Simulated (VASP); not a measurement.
# BeS5 (P4/mmm) in VASP: further runs

BeS5 is run at these levels: PBE; tasks: relaxation of cell and atoms, single point.

All numbers are computed with VASP 6.6.1; they aren't measurements. Logs are shortened: lines on timing, memory, paths and dates and some standing lists are left out, and cuts for length are marked.

## 1. The cell of the first run

It takes space group P4/mmm (No. 123, tetragonal). The conventional cell has a = 6.470 Å, b = 6.470 Å, c = 3.226 Å, α = 90.00°, β = 90.00°, γ = 90.00°. Be (site symmetry 4/mmm) has 2 Be at 3.23 Å and 16 S at 3.75 Å within 4.2 Å. Within 2.6 Å of S (site symmetry m2m) lie 1 S at 1.96 Å. Within 3.7 Å of S (site symmetry 4/mmm) lie 10 S at 2.77 to 3.23 Å.

The cell was built from a structure type or drawn by symmetry, and may not be a known phase.

## 2. Relaxation of cell and atoms, PBE

Input file INCAR:

```
ALGO = Normal ; EDIFF = 1E-7
EDIFFG = -0.01 ; ENCUT = 600
GGA = PE ; IBRION = 2
ISIF = 3 ; ISMEAR = 0
LASPH = T ; LCHARG = F
LREAL = F ; LWAVE = F
NELM = 60 ; NSW = 100
PREC = Accurate ; SIGMA = 0.1
```

Input file KPOINTS:

```
k-points
0
Gamma
  6 6 12
```

Input file POSCAR:

```
BeS5
1.0
    6.4700465777      0.0000000000      0.0000000000
    0.0000000000      6.4700465777      0.0000000000
    0.0000000000      0.0000000000      3.2262859204
Be S
1 5
Direct
    0.0000000000      0.0000000000      0.5000000000
    0.8487513081      0.5000000000      0.0000000000
    0.1512486919      0.5000000000      0.0000000000
    0.5000000000      0.1512486919      0.0000000000
    0.5000000000      0.8487513081      0.0000000000
    0.5000000000      0.5000000000      0.5000000000
```

Potentials or basis: VASP PAW PBE potentials, release 64 (Be, S).

Started as:

```sh
> cat potpaw_PBE.64/Be/POTCAR potpaw_PBE.64/S/POTCAR > POTCAR
> mpirun -np 1 vasp_std > vasp.out
```

OUTCAR:

```text
EDIFF = 1E-7
   EDIFFG = -0.01
   ENCUT = 600
   GGA = PE
   IBRION = 2
   ISIF = 3
   ISMEAR = 0
   LASPH = T
   LREAL = F
   NELM = 60
   NSW = 100
   PREC = Accurate

 ion  position               nearest neighbor table
   1  0.000  0.000  0.500-
   2  0.849  0.500  0.000-   3 1.96   6 2.77   6 2.77
   3  0.151  0.500  0.000-   2 1.96   6 2.77   6 2.77
   4  0.500  0.151  0.000-   5 1.96   6 2.77   6 2.77
   5  0.500  0.849  0.000-   4 1.96   6 2.77   6 2.77
   6  0.500  0.500  0.500-   2 2.77   3 2.77   4 2.77   5 2.77   2 2.77   3 2.77   4 2.77   5 2.77

  LATTYP: Found a simple tetragonal cell.
 ALAT       =     6.4700465777
 C/A-ratio  =     0.4986495664

  Lattice vectors:

 A1 = (   6.4700465777,   0.0000000000,   0.0000000000)
 A2 = (   0.0000000000,   6.4700465777,   0.0000000000)
 A3 = (   0.0000000000,   0.0000000000,   3.2262859204)

Analysis of symmetry for initial positions (statically):
=====================================================================
 Subroutine PRICEL returns:
 Original cell was already a primitive cell.

 Routine SETGRP: Setting up the symmetry group for a
 simple tetragonal supercell.

 Subroutine GETGRP returns: Found 16 space group operations
 (whereof 16 operations were pure point group operations)
 out of a pool of 16 trial point group operations.

The static configuration has the point symmetry D_4h.

Analysis of symmetry for dynamics (positions and initial velocities):
=====================================================================
 Subroutine PRICEL returns:
 Original cell was already a primitive cell.

 Routine SETGRP: Setting up the symmetry group for a
 simple tetragonal supercell.

 Subroutine GETGRP returns: Found 16 space group operations
 (whereof 16 operations were pure point group operations)
 out of a pool of 16 trial point group operations.

The dynamic configuration has the point symmetry D_4h.

 Subroutine INISYM returns: Found 16 space group operations
 (whereof 16 operations are pure point group operations),
 and found     1 'primitive' translations

----------------------------------------------------------------------------------------

                                     Primitive cell

  volume of cell :     135.0572

  direct lattice vectors                    reciprocal lattice vectors
     6.470046578  0.000000000  0.000000000     0.154558393  0.000000000  0.000000000
     0.000000000  6.470046578  0.000000000     0.000000000  0.154558393  0.000000000
     0.000000000  0.000000000  3.226285920     0.000000000  0.000000000  0.309953930

  length of vectors
     6.470046578  6.470046578  3.226285920     0.154558393  0.154558393  0.309953930

  position of ions in fractional coordinates (direct lattice)
     0.000000000  0.000000000  0.500000000
     0.848751308  0.500000000  0.000000000
     0.151248692  0.500000000  0.000000000
     0.500000000  0.151248692  0.000000000
     0.500000000  0.848751308  0.000000000
     0.500000000  0.500000000  0.500000000

  ion indices of the primitive-cell ions
   primitive index   ion index
                 1           1
                 2           2
                 3           3
                 4           4
                 5           5
                 6           6

----------------------------------------------------------------------------------------

 KPOINTS: k-points

Automatic generation of k-mesh.
 Grid dimensions read from file:
 generate k-points for:    6    6   12

 Generating k-lattice:

  Cartesian coordinates                     Fractional coordinates (reciprocal lattice)
     0.025759732  0.000000000  0.000000000     0.166666667  0.000000000  0.000000000
     0.000000000  0.025759732  0.000000000     0.000000000  0.166666667  0.000000000
     0.000000000  0.000000000  0.025829494     0.000000000  0.000000000  0.083333333

  Length of vectors
     0.025759732  0.025759732  0.025829494

  Shift w.r.t. Gamma in fractional coordinates (k-lattice)
     0.000000000  0.000000000  0.000000000

 Subroutine IBZKPT returns following result:
[... 43 lines left out ...]
   EFERMI =   0.00;   METHOD = LEGACY
   ISMEAR =     0;   SIGMA  =   0.10  broadening in eV -4-tet -1-fermi 0-gaus
   EFERMI_NEDOS =   21; number of points for ismear=-14 and -15
   IALGO  =     38    algorithm
   IMIX   =      4    mixing-type and parameters
     AMIX     =   0.40;   BMIX     =  1.00
     AMIX_MAG =   1.60;   BMIX_MAG =  1.00
  volume/ion in A,a.u.               =      22.51       151.90
  Fermi-wavevector in a.u.,A,eV,Ry     =   1.013022  1.914334 13.962487  1.026214
  Thomas-Fermi vector in A             =   2.146166
   LORBIT       =      0    0 simple, 1 ext, 2 COOP (PROOUT), +10 PAW based schemes
   GGA     = PE    functional components
   LHFCALC =     F    Hartree Fock is set to
   AEXX    =    0.0000 exact exchange contribution
   IVDW    =     0    specifies the selected vdW correction
   LEPSILON=     F    determine dielectric tensor
   LRPA    =     F    only Hartree local field effects (RPA)
 conjugate gradient relaxation of ions
 non-spin polarized calculation
 Gauss-broadening in eV      SIGMA  =   0.10
  energy-cutoff  :      600.00
  volume of cell :      135.06
 maximum number of plane-waves:      4553
 NGX is ok and might be reduce to    54
   NGX = 25   NGY = 25   NGZ = 13

--------------------------------------- Ionic step        1  -------------------------------------------

 number of electron      31.9999999 magnetization

 Free energy of the ion-electron system (eV)
  ---------------------------------------------------
  ext. energy  EPLUGINS =         0.00000000
  ---------------------------------------------------
  free energy    TOTEN  =       -17.96272323 eV

  energy without entropy =      -17.93258555  energy(sigma->0) =      -17.94765439

------------------------ aborting loop because EDIFF is reached ----------------------------------------

  FORCE on cell =-STRESS in cart. coord.  units (eV):
  Direction    XX          YY          ZZ          XY          YZ          ZX
  --------------------------------------------------------------------------------------
  -------------------------------------------------------------------------------------
  Total       -0.4244507     -0.4244507      0.2473308      0.0000000      0.0000000      0.0000000
  in kB       -5.0352404     -5.0352404      2.9340746      0.0000000      0.0000000      0.0000000
  external PRESSURE =      -2.3788020 kB  Pullay stress =       0.0000000 kB
[... 305 lines left out ...]
  energy  without entropy=      -17.9375448018  energy(sigma->0) =      -17.95309231

--------------------------------------- Ionic step        9  -------------------------------------------

 number of electron      31.9999996 magnetization

 Free energy of the ion-electron system (eV)
  ---------------------------------------------------
  ext. energy  EPLUGINS =         0.00000000
  ---------------------------------------------------
  free energy    TOTEN  =       -17.96872824 eV

  energy without entropy =      -17.93757351  energy(sigma->0) =      -17.95315087

 E-fermi :   3.0691     XC(G=0):  -8.8093

 val. band max:        3.0668588351   @ k =   0.5000   0.1667   0.5000
 cond. band min:       3.0694860037   @ k =   0.5000   0.3333   0.2500
 fundamental gap:      0.0026271686
 Fermi energy:         3.0690730162

 k-point     1 :       0.0000    0.0000    0.0000
  band No.  band energies     occupation
      1     -13.0999      2.00000
      2     -12.5030      2.00000
      3      -9.5253      2.00000
      4      -8.0981      2.00000
      5      -8.0981      2.00000
      6      -1.3699      2.00000
[... 12 lines left out ...]
     19       4.0826      0.00000
[... 513 lines left out ...]
      4      -7.9004      2.00000
      5      -6.6938      2.00000
      6      -3.2241      2.00000
[... 12 lines left out ...]
     19       4.1849      0.00000
     20       5.3507      0.00000

 [... further k-points ...]

------------------------ aborting loop because EDIFF is reached ----------------------------------------

  FORCE on cell =-STRESS in cart. coord.  units (eV):
  Direction    XX          YY          ZZ          XY          YZ          ZX
  --------------------------------------------------------------------------------------
  -------------------------------------------------------------------------------------
  Total        0.0235173      0.0235173      0.0420667      0.0000000     -0.0000000      0.0000000
  in kB        0.2759467      0.2759467      0.4936024      0.0000000     -0.0000000      0.0000000
  external PRESSURE =       0.3484986 kB  Pullay stress =       0.0000000 kB
[... 21 lines left out ...]
  FREE ENERGIE OF THE ION-ELECTRON SYSTEM (eV)
  ---------------------------------------------------
  free  energy   TOTEN  =       -17.9687282407 eV

  energy  without entropy=      -17.9375735087  energy(sigma->0) =      -17.95315087

 reached required accuracy - stopping structural energy minimisation
```

Wall time 13 min (1 thread of AMD EPYC 9R45 (Zen 5), shared host); peak memory 0.36 GiB.

Results:

- Free energy: -17.9687 eV
- Relaxed volume: 22.76 Å³/atom
- Relaxed cell: a = 6.450 Å, b = 6.450 Å, c = 3.282 Å, α = 90.00°, β = 90.00°, γ = 90.00°
- Space group after relaxing (to 0.1 Å): P4/mmm (No. 123)
- Energy gained by relaxing: 1.0 meV/atom
- Ionic steps: 9
- Pressure after relaxing: 0.0 GPa
- Largest force after relaxing: 0.006 eV/Å
- Band gap on the k mesh: zero (bands 16 and 17 overlap by 1.01 eV)

Forces on the atoms (eV/Å):
```
Be   0.000  0.000  0.000
S   -0.006  0.000  0.000
S    0.006  0.000  0.000
S    0.000  0.006  0.000
S    0.000 -0.006  0.000
S    0.000  0.000  0.000
```

Step by step:
```csv
step,energy change (eV),largest force (eV/Å),pressure (GPa),volume (Å³)
1,0.0000,0.2467,-0.24,135.06
2,0.0020,0.3229,0.80,134.40
3,-0.0035,0.0030,0.21,134.76
4,-0.0042,0.0031,0.14,135.24
5,-0.0051,0.0191,-0.04,136.50
6,-0.0054,0.0070,-0.04,136.52
7,-0.0059,0.0302,-0.04,136.60
8,-0.0059,0.0424,0.11,136.49
9,-0.0060,0.0059,0.03,136.54
```

Final structure:
```yaml
crystal:
  lattice:
    - [6.45011, 0.00000, 0.00000]
    - [0.00000, 6.45011, 0.00000]
    - [0.00000, 0.00000, 3.28200]
  atoms:
    - { symbol: Be, position: [0.00000, 0.00000, 0.50000] }
    - { symbol: S, position: [0.84951, 0.50000, 0.00000] }
    - { symbol: S, position: [0.15049, 0.50000, 0.00000] }
    - { symbol: S, position: [0.50000, 0.15049, 0.00000] }
    - { symbol: S, position: [0.50000, 0.84951, 0.00000] }
    - { symbol: S, position: [0.50000, 0.50000, 0.50000] }
```

## 3. Single point, PBE

This run uses another cell than the first one, of 23.00 Å³/atom.

Input file INCAR:

```
PREC = Accurate
ENCUT = 520
EDIFF = 1E-6
ISMEAR = 0
SIGMA = 0.1
LREAL = False
LASPH = True
NELM = 80
ALGO = Normal
ISIF = 2
LWAVE = False
LCHARG = False
GGA = PE
NBANDS = 25
```

Input file KPOINTS:

```
Automatic mesh
0
Gamma
  4 4 4
```

Input file POSCAR:

```
BeS5
1.0
    6.4451613151      0.0000000000      0.0000000000
    0.0000000000      6.4451613151      0.0000000000
    0.0000000000      0.0000000000      3.3221884696
Be S
1 5
Direct
    0.0000000000      0.0000000000      0.5000000000
    0.8489571554      0.5000000000      0.0000000000
    0.1510428446      0.5000000000      0.0000000000
    0.5000000000      0.1510428446      0.0000000000
    0.5000000000      0.8489571554      0.0000000000
    0.5000000000      0.5000000000      0.5000000000
```

Potentials or basis: VASP PAW PBE potentials, release 64 (Be, S).

Started as:

```sh
> cat potpaw_PBE.64/Be/POTCAR potpaw_PBE.64/S/POTCAR > POTCAR
> mpirun -np 1 vasp_std > vasp.out
```

Run time: 82 s. Hardware: 1 thread of Intel Xeon 8259CL, shared host; peak memory 0.25 GiB.

It converged, with:

* Free energy: -17.9512 eV
* Pressure: -0.3 GPa
* Largest force: 0.176 eV/Å
* Band gap on the k mesh: zero (bands 16 and 17 overlap by 0.78 eV)

Forces in eV/Å, atoms in the order of the input:
```
Be   0.000  0.000  0.000
S    0.176  0.000  0.000
S   -0.176  0.000  0.000
S    0.000 -0.176  0.000
S    0.000  0.176  0.000
S    0.000  0.000  0.000
```

Stress tensor (GPa, compression positive):
```
-0.41  0.00  0.00
 0.00 -0.41  0.00
 0.00  0.00  0.05
```

Levels at points of the mesh, in eV from the Fermi level:
| k point | band 12 | band 13 | band 14 | band 15 | band 16 | band 17 | band 18 | band 19 | band 20 | band 21 |
| --- | --- | --- | --- | --- | --- | --- | --- | --- | --- | --- |
| (0.00, 0.00, 0.00) | -2.24 | -1.99 | -1.50 | -1.50 | 0.21 | 0.82 | 0.82 | 1.05 | 3.06 | 3.06 |
| (0.50, 0.00, 0.00) | -1.96 | -1.35 | -0.65 | -0.44 | -0.10 | 0.52 | 0.82 | 1.67 | 1.99 | 3.19 |
| (0.50, 0.50, 0.00) | -1.59 | -1.01 | -0.59 | -0.59 | 0.53 | 0.53 | 1.33 | 2.24 | 2.24 | 2.38 |
| (0.00, 0.00, 0.50) | -3.40 | -3.40 | -1.42 | -0.29 | 0.46 | 0.72 | 1.41 | 1.59 | 1.59 | 2.86 |
| (0.50, 0.00, 0.50) | -3.22 | -1.45 | -1.12 | -1.03 | -0.18 | 0.12 | 0.13 | 1.10 | 1.60 | 2.53 |
| (0.50, 0.50, 0.50) | -2.66 | -1.48 | -1.39 | -1.02 | -1.02 | -0.25 | 0.12 | 0.12 | 1.39 | 3.66 |

Caveat: the k points lie up to 0.47 Å⁻¹ apart, too coarse for converged energies and pressures of a metal; semilocal functionals underestimate gaps, so a narrow gap can read as zero.

## 4. Single point, PBE

This run uses another cell than the first one, of 24.98 Å³/atom.

Input file INCAR:

```
SYSTEM = BeS5
  PREC = Accurate
  ENCUT = 520
  EDIFF = 1E-7
  ISMEAR = 0
  SIGMA = 0.1
  LREAL = .False.
  LASPH = .True.
  NELM = 80
  ALGO = Normal
  ISIF = 2
  LWAVE = .False.
  LCHARG = .False.
  GGA = PE
  NBANDS = 25
```

Input file KPOINTS:

```
regular mesh
0
Gamma
  4 4 4
  0 0 0
```

Input file POSCAR:

```
BeS5
1.0
    6.0718975300      0.0000000000      0.0000000000
    0.0000000000      6.0718975300      0.0000000000
    0.0000000000      0.0000000000      4.0649213000
Be S
1 5
Direct
    0.0000000000      0.0000000000      0.5000000000
    0.8471367500      0.5000000000      0.0000000000
    0.1528632500      0.5000000000      0.0000000000
    0.5000000000      0.1528632500      0.0000000000
    0.5000000000      0.8471367500      0.0000000000
    0.5000000000      0.5000000000      0.5000000000
```

Started as:

```sh
> cat potpaw_PBE.64/Be/POTCAR potpaw_PBE.64/S/POTCAR > POTCAR
> mpirun -np 1 vasp_std > vasp.out
```

Run time: 1.8 min. Hardware: 1 thread of Intel Xeon 8259CL, shared host; peak memory 0.26 GiB.

It converged, with:

* Free energy: -17.6282 eV
* Pressure: 2.0 GPa
* Largest force: 1.644 eV/Å
* Band gap on the k mesh: zero (bands 16 and 17 overlap by 0.36 eV)

Forces on the atoms (eV/Å):
```
Be   0.000  0.000  0.000
S   -1.644  0.000  0.000
S    1.644  0.000  0.000
S    0.000  1.644  0.000
S    0.000 -1.644  0.000
S    0.000  0.000  0.000
```

Stress tensor (GPa, compression positive):
```
 3.16  0.00  0.00
 0.00  3.16  0.00
 0.00  0.00 -0.27
```

Levels at points of the mesh, in eV from the Fermi level:
| k point | band 12 | band 13 | band 14 | band 15 | band 16 | band 17 | band 18 | band 19 | band 20 | band 21 |
| --- | --- | --- | --- | --- | --- | --- | --- | --- | --- | --- |
| (0.00, 0.00, 0.00) | -2.23 | -1.45 | -0.76 | -0.76 | -0.50 | -0.14 | -0.14 | 1.82 | 3.39 | 3.39 |
| (0.50, 0.00, 0.00) | -1.62 | -1.11 | -0.75 | -0.13 | -0.06 | 0.01 | 0.11 | 1.57 | 1.93 | 3.62 |
| (0.50, 0.50, 0.00) | -2.78 | -0.29 | -0.14 | -0.14 | 0.01 | 0.01 | 0.74 | 2.04 | 2.28 | 2.73 |
| (0.00, 0.00, 0.50) | -3.05 | -3.05 | -2.00 | 0.19 | 0.21 | 1.55 | 1.88 | 2.22 | 2.22 | 2.98 |
| (0.50, 0.00, 0.50) | -3.02 | -0.39 | -0.37 | -0.34 | -0.21 | -0.15 | 0.08 | 2.12 | 2.22 | 2.54 |
| (0.50, 0.50, 0.50) | -1.75 | -0.61 | -0.56 | -0.38 | -0.38 | -0.14 | 0.18 | 0.18 | 2.56 | 3.67 |

Caveat: the k points lie up to 0.39 Å⁻¹ apart; semilocal functionals underestimate gaps, so a narrow gap can read as zero; forces of over 1 eV/Å act on the atoms, so gaps and moduli don't describe the material at rest.

## 5. Single point, PBE

Input file INCAR:

```
PREC = Accurate ; ENCUT = 520
EDIFF = 1E-6 ; ISMEAR = 0
SIGMA = 0.1 ; LREAL = False
LASPH = True ; NELM = 80
ALGO = Normal ; ISIF = 2
LWAVE = False ; LCHARG = False
GGA = PE ; NBANDS = 25
```

Input file KPOINTS:

```
regular mesh
0
Gamma
  4 4 6
```

Input file POSCAR:

```
BeS5
1.0
    6.4700465777      0.0000000000      0.0000000000
    0.0000000000      6.4700465777      0.0000000000
    0.0000000000      0.0000000000      3.2262859204
Be S
1 5
Direct
    0.0000000000      0.0000000000      0.5000000000
    0.8487513081      0.5000000000      0.0000000000
    0.1512486919      0.5000000000      0.0000000000
    0.5000000000      0.1512486919      0.0000000000
    0.5000000000      0.8487513081      0.0000000000
    0.5000000000      0.5000000000      0.5000000000
```

Started as:

```sh
> cat potpaw_PBE.64/Be/POTCAR potpaw_PBE.64/S/POTCAR > POTCAR
> mpirun -np 1 vasp_std > vasp.out
```

Wall time 79 s (1 thread of Intel Xeon 8259CL, shared host); peak memory 0.25 GiB.

Results (log left out):

```
Free energy            : -18.0736 eV
Pressure               : -0.3 GPa
Largest force          : 0.182 eV/Å
Band gap on the k mesh : zero (bands 16 and 17 overlap by 1.07 eV)
```

Forces in eV/Å, atoms in the order of the input:
```
Be   0.000  0.000  0.000
S    0.182  0.000  0.000
S   -0.182  0.000  0.000
S    0.000 -0.182  0.000
S    0.000  0.182  0.000
S    0.000  0.000  0.000
```

Stress tensor (GPa, compression positive):
```
-0.39  0.00  0.00
 0.00 -0.39  0.00
 0.00  0.00 -0.03
```

Levels at points of the mesh, in eV from the Fermi level:
```
           k point  band 12  band 13  band 14  band 15  band 16  band 17  band 18  band 19  band 20  band 21
(0.00, 0.00, 0.00)    -2.28    -1.63    -1.60    -1.60     0.47     0.99     1.10     1.10     3.13     3.13
(0.50, 0.00, 0.00)    -1.84    -1.34    -0.48    -0.37    -0.13     0.64     1.11     1.71     2.23     3.23
(0.50, 0.50, 0.00)    -1.30    -1.01    -0.64    -0.64     0.64     0.64     1.60     2.29     2.29     2.61
(0.00, 0.00, 0.50)    -3.27    -3.27    -1.34    -0.34     0.70     0.72     1.43     1.51     1.51     3.01
(0.50, 0.00, 0.50)    -3.11    -1.60    -1.19    -1.08    -0.12     0.18     0.37     1.10     1.52     2.67
(0.50, 0.50, 0.50)    -2.55    -1.66    -1.52    -1.07    -1.07    -0.01     0.18     0.18     1.37     3.83
```

## 6. The runs side by side

| task | cell | k mesh | cutoff (eV) | gap on the mesh (eV) | pressure (GPa) | largest force (eV/Å) |
| --- | --- | --- | --- | --- | --- | --- |
| relaxation of cell and atoms | relaxed from a = 6.470, b = 6.470, c = 3.226 Å, 6 atoms | 6 × 6 × 12 | 600 | none | 0.0 | 0.01 |
| single point | a = 6.445, b = 6.445, c = 3.322 Å, 6 atoms | 4 × 4 × 4 | 520 | none | -0.3 | 0.18 |
| single point | a = 6.072, b = 6.072, c = 4.065 Å, 6 atoms | 4 × 4 × 4 | 520 | none | 2.0 | 1.64 |
| single point | a = 6.470, b = 6.470, c = 3.226 Å, 6 atoms | 4 × 4 × 6 | 520 | none | -0.3 | 0.18 |

Alike in all rows: level PBE; potentials or basis VASP PAW PBE potentials, release 64 (Be, S); no spin polarisation; smearing gaussian 0.1 eV.

Caveats: some runs use coarse meshes; semilocal functionals underestimate gaps, so a narrow gap can read as zero (at least some runs); forces of over 1 eV/Å act on the atoms, so gaps and moduli don't describe the material at rest (at least some runs).

Total energies depend on the potentials used, so only differences within one code and one set of settings carry meaning.
